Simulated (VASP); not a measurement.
**La: single point with PBE**

Crystal: La.

```xyz
2
Lattice="3.7500 0.0000 0.0000 -1.8750 3.2476 0.0000 0.0000 0.0000 6.0700" Properties=species:S:1:pos:R:3 pbc="T T T"
La    0.0000    2.1651    1.5175
La    1.8750    1.0825    4.5525
```

```json
{
 "Program": "VASP 6.6.1",
 "Task": "single point",
 "Functional": "PBE",
 "Potentials or basis": "VASP PAW PBE potentials, release 64 (La)",
 "Cutoff": "520 eV",
 "k mesh": "12 × 12 × 8",
 "Occupations": "gaussian, width 0.05 eV",
 "Spin": "no spin polarisation",
 "Dipole correction": "no",
 "Further INCAR settings": "ALGO = Normal; EDIFF = 1e-06; NBANDS = 18"
}
```

- Pressure: 0.6 GPa
- Band gap on the k mesh: zero (bands 11 and 12 overlap by 1.49 eV)

Stress tensor (GPa, compression positive):
```
0.61 0.00 0.00
0.00 0.61 0.00
0.00 0.00 0.69
```

Levels at points of the mesh, in eV from the Fermi level:
```tsv
k point	band 7	band 8	band 9	band 10	band 11	band 12	band 13	band 14	band 15	band 16
(0.00, 0.00, 0.00)	-15.82	-15.79	-3.13	-1.72	1.13	1.36	1.36	1.58	1.66	1.71
(0.50, 0.00, 0.00)	-16.14	-16.00	-1.58	-1.12	-1.12	1.24	1.27	1.35	1.53	1.89
(0.00, 0.00, 0.50)	-15.92	-15.92	-1.82	-1.82	0.63	0.63	1.41	1.41	1.41	1.41
(0.50, 0.00, 0.50)	-16.16	-16.16	-1.63	-1.63	-0.36	-0.36	1.61	1.61	1.81	1.81
```

It took 2.6 min on 1 thread of Intel Xeon 8259CL (shared host), peak memory 0.28 GiB.

Caveat: spin-orbit coupling is left out, which moves the levels of the heavy elements.
